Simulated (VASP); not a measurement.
# Mg2Si3N: single point with PBE

The system is Mg2Si3N.

```
Mg Si N
1.0
     3.30709   -4.60221    0.00000
     3.30709    4.60221    0.00000
     0.00000    0.00000    3.64890
Mg Si N
2 3 1
Cartesian
  1.6535 2.3011 1.8245
  1.6535 -2.3011 1.8245
  4.9315 0.0000 0.0000
  1.6827 0.0000 0.0000
  3.3071 0.0000 1.8245
  0.0000 0.0000 0.0000
```

* Program: VASP 6.6.1
* Task: single point
* Functional: PBE
* Potentials or basis: VASP PAW PBE potentials, release 64 (Mg, Si, N)
* Cutoff: 520 eV
* k mesh: 8 × 8 × 10
* Occupations: gaussian, width 0.1 eV
* Spin: no spin polarisation

| Property | Result |
| --- | --- |
| Pressure | -0.1 GPa |
| Largest force | 0.008 eV/Å |

Forces on the atoms (eV/Å):
```
Mg   0.000  0.000  0.000
Mg   0.000  0.000  0.000
Si  -0.008  0.000  0.000
Si   0.008  0.000  0.000
Si   0.000  0.000  0.000
N    0.000  0.000  0.000
```

Levels at points of the mesh, in eV from the Fermi level:
| k point | band 8 | band 9 | band 10 | band 11 | band 12 | band 13 | band 14 | band 15 |
| --- | --- | --- | --- | --- | --- | --- | --- | --- |
| (0.00, 0.00, 0.00) | -3.48 | -2.74 | -1.24 | -0.53 | 0.78 | 1.09 | 2.31 | 4.44 |
| (0.50, 0.00, 0.00) | -2.08 | -0.97 | 0.31 | 0.77 | 1.18 | 1.18 | 1.53 | 2.05 |
| (0.50, 0.50, 0.00) | -1.63 | -1.26 | -1.20 | 0.62 | 0.74 | 1.15 | 1.79 | 2.36 |
| (0.00, 0.00, 0.50) | -2.93 | -2.25 | -1.64 | -0.25 | -0.18 | 0.39 | 0.49 | 1.84 |
| (0.50, 0.00, 0.50) | -2.88 | -2.42 | -2.17 | -0.47 | 0.52 | 0.66 | 3.08 | 3.50 |
| (0.50, 0.50, 0.50) | -3.76 | -3.18 | -0.82 | 0.28 | 1.43 | 1.87 | 2.76 | 2.94 |

Wall time 5.4 min on 1 thread of Intel Xeon 8259CL, with other jobs on the host, peak memory 0.4 GiB.
